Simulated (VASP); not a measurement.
# Ti9O in VASP: notebook

The runs below take Ti9O through single point, with PBE.

All numbers are computed with VASP 6.6.1; they aren't measurements. Logs are shortened: lines on timing, memory, paths and dates and some standing lists are left out, and cuts for length are marked.

## Step 1: The cell of the first run

The cell holds a slab with vacuum, 10 atoms: a = 2.832 Å, b = 7.932 Å, c = 19.927 Å, α = 90.00°, β = 90.00°, γ = 90.00°.

## Step 2: Single point, PBE

INCAR reads:

```
  PREC = Accurate
  ENCUT = 520
  EDIFF = 1E-6
  ISMEAR = 0
  SIGMA = 0.1
  LREAL = F
  LASPH = T
  NELM = 60
  ALGO = Normal
  ISIF = 2
  LWAVE = F
  LCHARG = T
  LDIPOL = T
  IDIPOL = 3
  DIPOL = 0.5 0.5 0.327
  GGA = PE
  LELF = T
  LVHAR = T
  LVACPOTAV = T
  NBANDS = 68
```

KPOINTS reads:

```
Automatic mesh
0
Gamma
  9 4 1
```

POSCAR reads:

```
Ti9O
1.0
    2.8319727881      0.0000000000      0.0000000000
    0.0000000000      7.9316622551      0.0000000000
    0.0000000000      0.0000000000     19.9268841162
Ti O
9 1
Direct
    0.0000000000      0.5000000000      0.2007338416
    0.5000000000      0.1666666667      0.2007338416
    0.5000000000      0.8333333333      0.2007338416
    0.0000000000      0.0000000000      0.3122110455
    0.5000000000      0.6684928875      0.3108725352
    0.5000000000      0.3315071125      0.3108725352
    0.0000000000      0.5000000000      0.4177589340
    0.5000000000      0.1666364294      0.4228902054
    0.5000000000      0.8333635706      0.4228902054
    1.0000000000      0.3333030960      0.4741487855
```

Potentials or basis: VASP PAW PBE potentials, release 64 (Ti_sv, O).

Run with:

```bash
$ cat potpaw_PBE.64/Ti_sv/POTCAR potpaw_PBE.64/O/POTCAR > POTCAR
$ mpirun -np 1 vasp_std > vasp.out
```

OUTCAR:

```text
PREC = Accurate
   ENCUT = 520
   EDIFF = 1E-6
   ISMEAR = 0
   LREAL = F
   LASPH = T
   NELM = 60
   ISIF = 2
   GGA = PE

 ion  position               nearest neighbor table
   1  0.000  0.500  0.201-
   2  0.500  0.167  0.201-   6 2.55   3 2.64
   3  0.500  0.833  0.201-   5 2.55   2 2.64
   4  0.000  0.000  0.312-
   5  0.500  0.668  0.311-   3 2.55   9 2.59   6 2.67   7 2.89   7 2.89
   6  0.500  0.332  0.311-   2 2.55   8 2.59   5 2.67   7 2.89   7 2.89
   7  0.000  0.500  0.418-  10 1.74   6 2.89   5 2.89   5 2.89   6 2.89
   8  0.500  0.167  0.423-  10 2.19  10 2.19   6 2.59   9 2.64
   9  0.500  0.833  0.423-   5 2.59   8 2.64
  10  0.000  0.333  0.474-   7 1.74   8 2.19   8 2.19

  LATTYP: Found a simple orthorhombic cell.
 ALAT       =     2.8319727881
 B/A-ratio  =     2.8007551091
 C/A-ratio  =     7.0363967479

  Lattice vectors:

 A1 = (   2.8319727881,   0.0000000000,   0.0000000000)
 A2 = (   0.0000000000,   7.9316622551,   0.0000000000)
 A3 = (   0.0000000000,   0.0000000000,  19.9268841162)

Analysis of symmetry for initial positions (statically):
=====================================================================
 Subroutine PRICEL returns:
 Original cell was already a primitive cell.

 Routine SETGRP: Setting up the symmetry group for a
 simple orthorhombic supercell.

 Subroutine GETGRP returns: Found  2 space group operations
 (whereof  2 operations were pure point group operations)
 out of a pool of  8 trial point group operations.

The static configuration has the point symmetry C_1h.

Analysis of symmetry for dynamics (positions and initial velocities):
=====================================================================
 Subroutine PRICEL returns:
 Original cell was already a primitive cell.

 Routine SETGRP: Setting up the symmetry group for a
 simple orthorhombic supercell.

 Subroutine GETGRP returns: Found  2 space group operations
 (whereof  2 operations were pure point group operations)
 out of a pool of  8 trial point group operations.

The dynamic configuration has the point symmetry C_1h.

 Subroutine INISYM returns: Found  2 space group operations
 (whereof  2 operations are pure point group operations),
 and found     1 'primitive' translations

[... 108 lines left out ...]
   POTIM  = 0.5000    time-step for ionic-motion
   TEBEG  =    0.0;   TEEND  =   0.0 temperature during run
   PSTRESS=    0.0 pullay stress
   NELECT =     114.0000    total number of electrons
   NUPDOWN=      -1.0000    fix difference up-down
   EMIN   =  10.00;   EMAX   =-10.00  energy-range for DOS
   EFERMI =   0.00;   METHOD = LEGACY
   ISMEAR =     0;   SIGMA  =   0.10  broadening in eV -4-tet -1-fermi 0-gaus
   EFERMI_NEDOS =   21; number of points for ismear=-14 and -15
   IALGO  =     38    algorithm
   IMIX   =      4    mixing-type and parameters
     AMIX     =   0.40;   BMIX     =  1.00
     AMIX_MAG =   1.60;   BMIX_MAG =  1.00
  volume/ion in A,a.u.               =      44.76       302.06
  Fermi-wavevector in a.u.,A,eV,Ry     =   1.037717  1.961001 14.651520  1.076856
  Thomas-Fermi vector in A             =   2.172168
   LORBIT       =      0    0 simple, 1 ext, 2 COOP (PROOUT), +10 PAW based schemes
   GGA     = PE    functional components
   LHFCALC =     F    Hartree Fock is set to
   AEXX    =    0.0000 exact exchange contribution
   IVDW    =     0    specifies the selected vdW correction
   LEPSILON=     F    determine dielectric tensor
   LRPA    =     F    only Hartree local field effects (RPA)
 non-spin polarized calculation
 Gauss-broadening in eV      SIGMA  =   0.10
  energy-cutoff  :      520.00
  volume of cell :      447.60
 maximum number of plane-waves:     12087
 NGX is ok and might be reduce to    24
   NGX = 11   NGY = 29   NGZ = 75

 dipolmoment           0.000000      0.000000     -0.813365 electrons x Angstroem

 number of electron     113.9999965 magnetization

 dipolmoment           0.000000      0.000000      0.038585 electrons x Angstroem

 Free energy of the ion-electron system (eV)
  ---------------------------------------------------
  ext. energy  EPLUGINS =         0.00000000
  ---------------------------------------------------
  free energy    TOTEN  =       -74.86201797 eV

  energy without entropy =      -74.78318975  energy(sigma->0) =      -74.82260386

 E-fermi :   0.1768     XC(G=0):  -5.0441

 val. band max:        0.1689911234   @ k =   0.0000   0.0000   0.0000
 cond. band min:       0.2142611816   @ k =   0.1111   0.5000   0.0000
 fundamental gap:      0.0452700582
 Fermi energy:         0.1767801240

 k-point     1 :       0.0000    0.0000    0.0000
  band No.  band energies     occupation
      1     -56.8098      2.00000
      2     -56.7287      2.00000
      3     -56.6711      2.00000
      4     -56.5247      2.00000
      5     -56.5144      2.00000
      6     -56.4480      2.00000
[... 1054 lines left out ...]
     67       1.5357      0.00000
     68       1.7996      0.00000

------------------------ aborting loop because EDIFF is reached ----------------------------------------

  FORCE on cell =-STRESS in cart. coord.  units (eV):
  Direction    XX          YY          ZZ          XY          YZ          ZX
  --------------------------------------------------------------------------------------
  -------------------------------------------------------------------------------------
  Total       -2.6198265      0.0290000      1.5562866      0.0000000     -2.8672389      0.0000000
  in kB       -9.3775725      0.1038043      5.5706704      0.0000000    -10.2631761      0.0000000
  external PRESSURE =      -1.2343659 kB  Pullay stress =       0.0000000 kB

 VOLUME and BASIS-vectors are now :
 -----------------------------------------------------------------------------
  energy-cutoff  :      520.00
  volume of cell :      447.60
      direct lattice vectors                 reciprocal lattice vectors
     2.831972788  0.000000000  0.000000000     0.353110738  0.000000000  0.000000000
     0.000000000  7.931662255  0.000000000     0.000000000  0.126076977  0.000000000
     0.000000000  0.000000000 19.926884116     0.000000000  0.000000000  0.050183460

 POSITION                                       TOTAL-FORCE (eV/Angst)
 -----------------------------------------------------------------------------------
      0.00000      3.96583      4.00000         0.000000      0.029641      0.301140
      1.41599      1.32194      4.00000         0.000000     -0.045385     -0.090942
      1.41599      6.60972      4.00000         0.000000     -0.020602     -0.126213
      0.00000      0.00000      6.22139         0.000000     -0.145737     -0.017998
      1.41599      5.30226      6.19472         0.000000      0.164488     -0.318063
      1.41599      2.62940      6.19472         0.000000      0.149218     -0.485245
      0.00000      3.96583      8.32463         0.000000      1.006271     -0.603182
      1.41599      1.32170      8.42688         0.000000      1.432338      1.335285
      1.41599      6.60996      8.42688         0.000000     -0.076656     -0.102229
      0.00000      2.64365      9.44831         0.000000     -2.493577      0.107447
 -----------------------------------------------------------------------------------
    total drift:                                0.000000      0.000095      0.001382

  FREE ENERGIE OF THE ION-ELECTRON SYSTEM (eV)
  ---------------------------------------------------
  free  energy   TOTEN  =       -74.8620179660 eV

  energy  without entropy=      -74.7831897469  energy(sigma->0) =      -74.82260386

 vacuum level on the upper side and lower side of the slab         4.868         4.557
```

OSZICAR:

```text
N       E                     dE             d eps       ncg     rms          rms(c)
DAV:   1     0.149305191319E+04    0.14931E+04   -0.61686E+04  2400   0.169E+03
DAV:   2     0.147184779768E+03   -0.13459E+04   -0.13208E+04  2108   0.543E+02
DAV:   3    -0.484114430510E+02   -0.19560E+03   -0.19023E+03  3476   0.178E+02
[... 27 lines left out ...]
DAV:  31    -0.748620005722E+02   -0.28958E-04   -0.15805E-06  1456   0.555E-03    0.132E-03
DAV:  32    -0.748620118236E+02   -0.11251E-04   -0.90045E-07  1376   0.459E-03    0.112E-03
DAV:  33    -0.748620154970E+02   -0.36734E-05   -0.30829E-07  1212   0.224E-03    0.838E-04
DAV:  34    -0.748620173345E+02   -0.18375E-05   -0.23985E-07  1228   0.161E-03    0.646E-04
DAV:  35    -0.748620179660E+02   -0.63149E-06   -0.12862E-07  1188   0.151E-03
   1 F= -.74862018E+02 E0= -.74822604E+02  d E =-.788282E-01
```

stdout:

```text
POSCAR found type information on POSCAR TiO
 POSCAR found :  2 types and      10 ions
 scaLAPACK will be used
 LDA part: xc-table for (Slater+PW92), standard interpolation
 POSCAR, INCAR and KPOINTS ok, starting setup
 FFT: planning ... GRIDC
 FFT: planning ... GRID_SOFT
 FFT: planning ... GRID
 WAVECAR not read
 entering main loop
 -----------------------------------------------------------------------------
|                                                                             |
|           W    W    AA    RRRRR   N    N  II  N    N   GGGG   !!!           |
|           W    W   A  A   R    R  NN   N  II  NN   N  G    G  !!!           |
|           W    W  A    A  R    R  N N  N  II  N N  N  G       !!!           |
|           W WW W  AAAAAA  RRRRR   N  N N  II  N  N N  G  GGG   !            |
|           WW  WW  A    A  R   R   N   NN  II  N   NN  G    G                |
|           W    W  A    A  R    R  N    N  II  N    N   GGGG   !!!           |
|                                                                             |
|     Did not find any points to average over, which means that no vacuum     |
|     field-free region was found. Please increase the size of  your cell     |
|     in the dimension of the dipole correction to obtain accurate            |
|     workfunction values.                                                    |
|                                                                             |
 -----------------------------------------------------------------------------
```

Wall time 16 min (1 thread of Intel Xeon 6975P-C (Granite Rapids), shared host); peak memory 0.65 GiB.

Results:

```
Free energy            : -74.8620 eV
Largest force          : 2.496 eV/Å
Band gap on the k mesh : zero (bands 57 and 58 overlap by 0.31 eV)
```

Forces in eV/Å, atoms in the order of the input:
```
Ti   0.000  0.030  0.301
Ti   0.000 -0.045 -0.091
Ti   0.000 -0.021 -0.126
Ti   0.000 -0.146 -0.018
Ti   0.000  0.164 -0.318
Ti   0.000  0.149 -0.485
Ti   0.000  1.006 -0.603
Ti   0.000  1.432  1.335
Ti   0.000 -0.077 -0.102
O    0.000 -2.494  0.107
```

Levels at points of the mesh, in eV from the Fermi level:
| k point | band 53 | band 54 | band 55 | band 56 | band 57 | band 58 | band 59 | band 60 | band 61 | band 62 |
| --- | --- | --- | --- | --- | --- | --- | --- | --- | --- | --- |
| (0.00, 0.00, 0.00) | -0.38 | -0.29 | -0.25 | -0.18 | -0.12 | -0.07 | -0.01 | 0.18 | 0.36 | 0.40 |
| (0.00, 0.50, 0.00) | -0.42 | -0.38 | -0.34 | -0.24 | -0.15 | 0.25 | 0.29 | 0.31 | 0.45 | 0.54 |

## Step 3: Single point, PBE

INCAR reads:

```
SYSTEM = Ti9O
ALGO = Normal
DIPOL = 0.5 0.5 0.331
EDIFF = 1E-7
ENCUT = 520
GGA = PE
IDIPOL = 3
ISIF = 2
ISMEAR = 0
LASPH = .TRUE.
LCHARG = .FALSE.
LDIPOL = .TRUE.
LREAL = .FALSE.
LWAVE = .FALSE.
NBANDS = 68
NELM = 60
PREC = Accurate
SIGMA = 0.1
```

KPOINTS reads:

```
k-points
0
G
  9 4 1
  0 0 0
```

Edit POSCAR of step 2 so:

```diff
@@ -17,2 +17,2 @@
     0.5000000000      0.8333635706      0.4228902054
-    1.0000000000      0.3333030960      0.4741487855
+    0.5000000000      0.1666364294      0.5059655665
```

Potentials or basis: VASP PAW PBE potentials, release 64 (Ti_sv, O).

Run with:

```bash
$ cat potpaw_PBE.64/Ti_sv/POTCAR potpaw_PBE.64/O/POTCAR > POTCAR
$ mpirun -np 1 vasp_std > vasp.out
```

Wall time 17 min (1 thread of AMD EPYC 9R45 (Zen 5), shared host); peak memory 0.63 GiB.

The run converged. Its results:

- Free energy: -72.7233 eV
- Largest force: 0.678 eV/Å
- Band gap on the k mesh: zero (bands 57 and 58 overlap by 0.21 eV)

Forces in eV/Å, atoms in the order of the input:
```
Ti   0.000 -0.015  0.226
Ti   0.000  0.031  0.070
Ti   0.000 -0.039 -0.077
Ti   0.000 -0.485 -0.473
Ti   0.000 -0.230 -0.213
Ti   0.000  0.535 -0.381
Ti   0.000  0.255  0.063
Ti   0.000  0.540  0.075
Ti   0.000 -0.276  0.437
O    0.000 -0.316  0.274
```

Levels at points of the mesh, in eV from the Fermi level:
```
           k point  band 53  band 54  band 55  band 56  band 57  band 58  band 59  band 60  band 61  band 62
(0.00, 0.00, 0.00)    -0.40    -0.36    -0.33    -0.23    -0.10    -0.03     0.03     0.16     0.34     0.37
(0.00, 0.50, 0.00)    -0.45    -0.38    -0.32    -0.23     0.03     0.15     0.20     0.31     0.41     0.50
```
